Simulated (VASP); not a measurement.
Wanted: the native input for a VASP 6.6.1 run.

- Task: single point
- Functional: r2SCAN
- Potentials or basis: VASP PAW PBE potentials, release 64 (Si, O)
- Cutoff: 520 eV
- k mesh: 6 × 6 × 4
- Occupations: gaussian, width 0.02 eV
- Spin: no spin polarisation
- Dipole correction: no
- Further INCAR settings: ALGO = Normal; EDIFF = 1e-06; NBANDS = 44

Crystal: SiO2.

```xyz
12
Lattice="4.8850 0.0000 0.0000 -2.4425 4.2305 0.0000 0.0000 0.0000 8.6235" Properties=species:S:1:pos:R:3 pbc="T T T"
Si    2.4425    1.4102    8.0693
Si    2.4425    1.4102    4.8659
Si    0.0000    2.8204    0.5542
Si    0.0000    2.8204    3.7576
O    -0.9487    1.6432    0.0000
O     0.9487    1.6432    4.3117
O     2.9876    0.0000    4.3117
O     1.4938    2.5873    0.0000
O    -1.4938    2.5873    4.3117
O     2.4425    1.4102    6.4676
O     0.0000    2.8204    2.1559
O     1.8974    0.0000    0.0000
```

This cell differs from its parent crystal: biaxial strain in the a-b plane: -3.0 %, then relaxed in part.

These files were run (other wordings do the same):

POSCAR

```
SiO2
1.0
    4.8849931708      0.0000000000      0.0000000000
   -2.4424965854      4.2305281833      0.0000000000
    0.0000000000      0.0000000000      8.6234899339
Si O
4 8
Direct
    0.6666666667      0.3333333333      0.9357361495
    0.6666666667      0.3333333333      0.5642638505
    0.3333333333      0.6666666667      0.0642638505
    0.3333333333      0.6666666667      0.4357361495
    0.0000000000      0.3884120846      0.0000000000
    0.3884120846      0.3884120846      0.5000000000
    0.6115879154      0.0000000000      0.5000000000
    0.6115879154      0.6115879154      0.0000000000
    0.0000000000      0.6115879154      0.5000000000
    0.6666666667      0.3333333333      0.7500000000
    0.3333333333      0.6666666667      0.2500000000
    0.3884120846      0.0000000000      0.0000000000
```

INCAR.step1

```
SYSTEM = SiO2
PREC = Accurate
ENCUT = 520
ISMEAR = 0
SIGMA = 0.02
LREAL = .False.
LASPH = .True.
NELM = 60
NBANDS = 44
GGA = PE
ALGO = Normal
EDIFF = 1E-4
LWAVE = .True.
LCHARG = .False.
```

INCAR.step2

```
SYSTEM = SiO2
PREC = Accurate
ENCUT = 520
EDIFF = 1E-6
ISMEAR = 0
SIGMA = 0.02
LREAL = .False.
LASPH = .True.
NELM = 60
ALGO = Normal
ISIF = 2
LWAVE = .False.
LCHARG = .False.
METAGGA = R2SCAN
LMIXTAU = .True.
NBANDS = 44
ISTART = 1
```

KPOINTS

```
Automatic mesh
0
Gamma
  6 6 4
  0 0 0
```

Potentials or basis: VASP PAW PBE potentials, release 64 (Si, O).

The run is started by

```sh
$ cat potpaw_PBE.64/Si/POTCAR potpaw_PBE.64/O/POTCAR > POTCAR
$ cp INCAR.step1 INCAR
$ mpirun -np 1 vasp_std > vasp.out
$ cp INCAR.step2 INCAR
$ mpirun -np 1 vasp_std > vasp.out
```

Results of the run:

| Item | Value |
| --- | --- |
| Pressure | 1.6 GPa |
| Largest force | 0.029 eV/Å |
| Band gap on the k mesh | 6.24 eV (least direct gap 6.34 eV) |

Caveat: the cell differs from its parent crystal (biaxial strain in the a-b plane: -3.0 %, then relaxed in part); the PAW data sets were made with another functional, which shifts forces and pressure a little.

It took 3.4 min on 1 thread of Intel(R) Xeon(R) 6975P-C (Granite Rapids), with other jobs on the host, peak memory 0.36 GiB.
